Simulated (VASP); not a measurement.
# Ti4W (R-3m) in VASP: a series of runs, part 2 of 2

VASP 6.6.1. Earlier steps stand in the parts before.

**5. Single point, PBE, collinear spin, ferromagnetic start**

This run uses another cell than the first one: it holds 5 atoms, not 10.

Contents of INCAR:

```
SYSTEM = Ti4W
PREC = Accurate
ENCUT = 520
EDIFF = 1E-6
ISMEAR = 0
SIGMA = 0.1
LREAL = .False.
LASPH = .True.
NELM = 150
ALGO = Normal
ISIF = 2
LWAVE = .False.
LCHARG = .False.
ISPIN = 2
MAGMOM = 1 1 1 1 0
LORBIT = 11
LMAXMIX = 4
GGA = PE
NBANDS = 43
```

Contents of KPOINTS:

```
Automatic mesh
0
Gamma
  6 6 6
  0 0 0
```

Contents of POSCAR:

```
Ti4W
1.0
    2.3014673491      1.3287527935      4.6016194832
   -2.3014673491      1.3287527935      4.6016194832
    0.0000000000     -2.6575055870      4.6016194832
Ti W
4 1
Direct
    0.8972447830      0.8972447830      0.8972447830
    0.1027552170      0.1027552170      0.1027552170
    0.3156557507      0.3156557507      0.3156557507
    0.6843442493      0.6843442493      0.6843442493
    0.5000000000      0.5000000000      0.5000000000
```

Potentials or basis: VASP PAW PBE potentials, release 64 (Ti_sv, W_sv).

Launch:

```bash
cat potpaw_PBE.64/Ti_sv/POTCAR potpaw_PBE.64/W_sv/POTCAR > POTCAR
mpirun -np 1 vasp_std > vasp.out
```

OUTCAR:

```text
SYSTEM = Ti4W
   PREC = Accurate
   ENCUT = 520
   EDIFF = 1E-6
   ISMEAR = 0
   LREAL = .False.
   LASPH = .True.
   NELM = 150
   ISIF = 2
   ISPIN = 2
   LORBIT = 11
   GGA = PE

 ion  position               nearest neighbor table
   1  0.897  0.897  0.897-   5 2.80   5 2.80   5 2.80   2 2.84   3 2.91   3 2.91   3 2.91
   2  0.103  0.103  0.103-   5 2.80   5 2.80   5 2.80   1 2.84   4 2.91   4 2.91   4 2.91
   3  0.316  0.316  0.316-   5 2.54   4 2.70   4 2.70   4 2.70   1 2.91   1 2.91   1 2.91
   4  0.684  0.684  0.684-   5 2.54   3 2.70   3 2.70   3 2.70   2 2.91   2 2.91   2 2.91
   5  0.500  0.500  0.500-   3 2.54   4 2.54   2 2.80   1 2.80   2 2.80   2 2.80   1 2.80   1 2.80

  LATTYP: Found a trigonal (rhomboedric) cell.
 ALAT       =     5.3138722052
 COS(alpha) =     0.6248392287

  Lattice vectors:

 A1 = (   2.3014673491,   1.3287527935,   4.6016194832)
 A2 = (  -2.3014673491,   1.3287527935,   4.6016194832)
 A3 = (   0.0000000000,  -2.6575055870,   4.6016194832)

Analysis of symmetry for initial positions (statically):
=====================================================================
 Subroutine PRICEL returns:
 Original cell was already a primitive cell.

 Routine SETGRP: Setting up the symmetry group for a
 trigonal (rhombohedral) supercell.

 Subroutine GETGRP returns: Found 12 space group operations
 (whereof 12 operations were pure point group operations)
 out of a pool of 12 trial point group operations.

The static configuration has the point symmetry D_3d.

Analysis of symmetry for dynamics (positions and initial velocities):
=====================================================================
 Subroutine PRICEL returns:
 Original cell was already a primitive cell.

 Routine SETGRP: Setting up the symmetry group for a
 trigonal (rhombohedral) supercell.

 Subroutine GETGRP returns: Found 12 space group operations
 (whereof 12 operations were pure point group operations)
 out of a pool of 12 trial point group operations.

The dynamic configuration has the point symmetry D_3d.

Analysis of structural, dynamic, and magnetic symmetry:
=====================================================================
 Subroutine PRICEL returns:
 Original cell was already a primitive cell.

 Routine SETGRP: Setting up the symmetry group for a
 trigonal (rhombohedral) supercell.

 Subroutine GETGRP returns: Found 12 space group operations
 (whereof 12 operations were pure point group operations)
 out of a pool of 12 trial point group operations.

The overall configuration has the point symmetry D_3d.

 Subroutine INISYM returns: Found 12 space group operations
 (whereof 12 operations are pure point group operations),
 and found     1 'primitive' translations

----------------------------------------------------------------------------------------

                                     Primitive cell

  volume of cell :      84.4328

  direct lattice vectors                    reciprocal lattice vectors
     2.301467349  1.328752794  4.601619483     0.217252702  0.125430906  0.072438265
    -2.301467349  1.328752794  4.601619483    -0.217252702  0.125430906  0.072438265
     0.000000000 -2.657505587  4.601619483     0.000000000 -0.250861812  0.072438265

  length of vectors
     5.313872205  5.313872205  5.313872205     0.261110994  0.261110994  0.261110994

[... 85 lines left out ...]
   NELM   =    150;   NELMIN=  2; NELMDL= -5     # of ELM steps
   EDIFF  = 0.1E-05   stopping-criterion for ELM
   LREAL  =      F    real-space projection
   EDIFFG = 0.1E-04   stopping-criterion for IOM
   NSW    =      0    number of steps for IOM
   IBRION =     -1    ionic relax: 0-MD 1-quasi-New 2-CG
   NFREE  =      0    steps in history (QN), initial steepest desc. (CG)
   ISIF   =      2    stress and relaxation
   ISYM   =      2    0-nonsym 1-usesym 2-fastsym
   POTIM  = 0.5000    time-step for ionic-motion
   TEBEG  =    0.0;   TEEND  =   0.0 temperature during run
   PSTRESS=    0.0 pullay stress
   NELECT =      62.0000    total number of electrons
   NUPDOWN=      -1.0000    fix difference up-down
   EMIN   =  10.00;   EMAX   =-10.00  energy-range for DOS
   EFERMI =   0.00;   METHOD = LEGACY
   ISMEAR =     0;   SIGMA  =   0.10  broadening in eV -4-tet -1-fermi 0-gaus
   EFERMI_NEDOS =   21; number of points for ismear=-14 and -15
   IALGO  =     38    algorithm
   IMIX   =      4    mixing-type and parameters
     AMIX     =   0.40;   BMIX     =  1.00
     AMIX_MAG =   1.60;   BMIX_MAG =  1.00
  volume/ion in A,a.u.               =      16.89       113.96
  Fermi-wavevector in a.u.,A,eV,Ry     =   1.476959  2.791048 29.679852  2.181408
  Thomas-Fermi vector in A             =   2.591422
   LORBIT       =     11    0 simple, 1 ext, 2 COOP (PROOUT), +10 PAW based schemes
   GGA     = PE    functional components
   LHFCALC =     F    Hartree Fock is set to
   AEXX    =    0.0000 exact exchange contribution
   IVDW    =     0    specifies the selected vdW correction
   LEPSILON=     F    determine dielectric tensor
   LRPA    =     F    only Hartree local field effects (RPA)
 spin polarized calculation
 Gauss-broadening in eV      SIGMA  =   0.10
  energy-cutoff  :      520.00
  volume of cell :       84.43
 maximum number of plane-waves:      2304
   NGX = 19   NGY = 19   NGZ = 19

 number of electron      61.9999996 magnetization       0.0036496

 Free energy of the ion-electron system (eV)
  ---------------------------------------------------
  ext. energy  EPLUGINS =         0.00000000
  ---------------------------------------------------
  free energy    TOTEN  =       -44.12780200 eV

  energy without entropy =      -44.09258421  energy(sigma->0) =      -44.11019311

 E-fermi :   8.5505     XC(G=0): -11.9481

 val. band max:        8.5490680483   @ k =  -0.3333   0.5000   0.1667
 cond. band min:       8.5651540679   @ k =  -0.1667   0.3333   0.1667
 fundamental gap:      0.0160860196
 Fermi energy:         8.5504616466

 spin component 1

 k-point     1 :       0.0000    0.0000    0.0000
  band No.  band energies     occupation
      1     -64.2739      1.00000
      2     -47.9303      1.00000
      3     -47.8617      1.00000
      4     -47.7927      1.00000
      5     -47.6773      1.00000
      6     -28.5948      1.00000
[... 1093 lines left out ...]
     42      11.7935      0.00000
     43      11.8597      0.00000

 [... further k-points ...]

 spin component 2

 k-point     1 :       0.0000    0.0000    0.0000
  band No.  band energies     occupation
      1     -64.2741      1.00000
      2     -47.9301      1.00000
      3     -47.8618      1.00000
      4     -47.7916      1.00000
      5     -47.6759      1.00000
      6     -28.5952      1.00000
[... 1093 lines left out ...]
     42      11.7919      0.00000
     43      11.8588      0.00000

 [... further k-points ...]
[... 5 lines left out ...]
  --------------------------------------------------------------------------------------
  -------------------------------------------------------------------------------------
  Total       -0.2167221     -0.2167221      0.0438388      0.0000000     -0.0000000      0.0000000
  in kB       -4.1124713     -4.1124713      0.8318749      0.0000000     -0.0000000      0.0000000
  external PRESSURE =      -2.4643559 kB  Pullay stress =       0.0000000 kB

 VOLUME and BASIS-vectors are now :
 -----------------------------------------------------------------------------
  energy-cutoff  :      520.00
  volume of cell :       84.43
      direct lattice vectors                 reciprocal lattice vectors
     2.301467349  1.328752794  4.601619483     0.217252702  0.125430906  0.072438265
    -2.301467349  1.328752794  4.601619483    -0.217252702  0.125430906  0.072438265
     0.000000000 -2.657505587  4.601619483     0.000000000 -0.250861812  0.072438265

 POSITION                                       TOTAL-FORCE (eV/Angst)
 -----------------------------------------------------------------------------------
      0.00000      0.00000     12.38634        -0.000000      0.000000     -0.025048
      0.00000      0.00000      1.41852        -0.000000     -0.000000      0.025048
      0.00000      0.00000      4.35758        -0.000000      0.000000     -0.023653
      0.00000      0.00000      9.44728        -0.000000      0.000000      0.023653
      0.00000      0.00000      6.90243         0.000000      0.000000     -0.000000
 -----------------------------------------------------------------------------------
    total drift:                               -0.000000     -0.000000      0.000000

  FREE ENERGIE OF THE ION-ELECTRON SYSTEM (eV)
  ---------------------------------------------------
  free  energy   TOTEN  =       -44.1278020022 eV

  energy  without entropy=      -44.0925842129  energy(sigma->0) =      -44.11019311

 total charge

# of ion       s       p       d       tot
------------------------------------------
    1        2.237   6.141   1.867  10.244
    2        2.237   6.141   1.867  10.244
    3        2.249   6.130   1.961  10.339
    4        2.249   6.130   1.961  10.339
    5        2.433   6.184   3.506  12.124
--------------------------------------------------
tot         11.404  30.727  11.161  53.291

 magnetization (x)

# of ion       s       p       d       tot
------------------------------------------
    1       -0.000   0.000  -0.000  -0.000
    2       -0.000   0.000  -0.000  -0.000
    3        0.000   0.000   0.001   0.001
    4        0.000   0.000   0.001   0.001
    5       -0.000   0.000  -0.000  -0.000
--------------------------------------------------
tot          0.000   0.000   0.002   0.002
```

Run time: 6.4 min. Hardware: 1 thread of Intel Xeon Platinum 8488C (Sapphire Rapids), shared host; peak memory 0.38 GiB.

Results:

```
Free energy                                           : -44.1278 eV
Pressure                                              : -0.2 GPa
Largest force                                         : 0.025 eV/Å
Band gap on the k mesh                                : zero (filled and empty bands overlap)
Net moment                                            : 0.00 μB per cell
Valence electrons inside the program's atomic spheres : Ti 10.24, 10.34; W 12.12
```

Forces in eV/Å, atoms in the order of the input:
```
Ti   0.000  0.000 -0.025
Ti   0.000  0.000  0.025
Ti   0.000  0.000 -0.024
Ti   0.000  0.000  0.024
W    0.000  0.000  0.000
```

Levels at points of the mesh, in eV from the Fermi level:
Spin up:
```
           k point  band 27  band 28  band 29  band 30  band 31  band 32  band 33  band 34  band 35  band 36
(0.00, 0.00, 0.00)    -1.13    -1.13    -0.92    -0.92    -0.63    -0.60     1.09     1.15     1.15     1.17
(0.50, 0.00, 0.00)    -0.94    -0.85    -0.70    -0.29    -0.29     0.06     0.31     0.84     1.24     1.37
(0.50, 0.50, 0.00)    -1.09    -0.84    -0.55    -0.27    -0.06     0.02     0.61     1.24     1.44     1.61
(0.50, 0.50, 0.50)    -1.05    -1.05    -0.45    -0.45    -0.31    -0.31     0.63     0.63     2.37     2.37
```
Spin down:
```
           k point  band 29  band 30  band 31  band 32  band 33  band 34
(0.00, 0.00, 0.00)    -0.92    -0.92    -0.63    -0.60     1.09     1.15
(0.50, 0.00, 0.00)    -0.69    -0.29    -0.28     0.06     0.31     0.84
(0.50, 0.50, 0.00)    -0.55    -0.27    -0.06     0.02     0.61     1.24
(0.50, 0.50, 0.50)    -0.45    -0.45    -0.31    -0.31     0.63     0.63
```

Caveat: spin-orbit coupling is left out, which moves the levels of the heavy elements.

**6. The runs side by side**

```tsv
spin	cell	k mesh	smearing	gap on the mesh (eV)	pressure (GPa)	largest force (eV/Å)
off	a = 4.586, b = 5.331, c = 7.943 Å, angles 104.4, 90.0, 115.5°, 10 atoms	6 × 6 × 4	gaussian 0.2 eV	none	0.0	0.13
off	a = 5.139 Å, angles 50.5°, 5 atoms	6 × 6 × 6	gaussian 0.1 eV	none	18.5	0.41
off	a = 5.314 Å, angles 51.3°, 5 atoms	6 × 6 × 6	gaussian 0.1 eV	none	-0.3	0.02
collinear, ferromagnetic start	a = 5.314 Å, angles 51.3°, 5 atoms	6 × 6 × 6	gaussian 0.1 eV	none	-0.2	0.03
```

Alike in all rows: task single point; level PBE; potentials or basis VASP PAW PBE potentials, release 64 (Ti_sv, W_sv); cutoff (eV) 520.

Caveats: spin-orbit coupling is left out, which moves the levels of the heavy elements.

Total energies depend on the potentials used, so only differences within one code and one set of settings carry meaning.
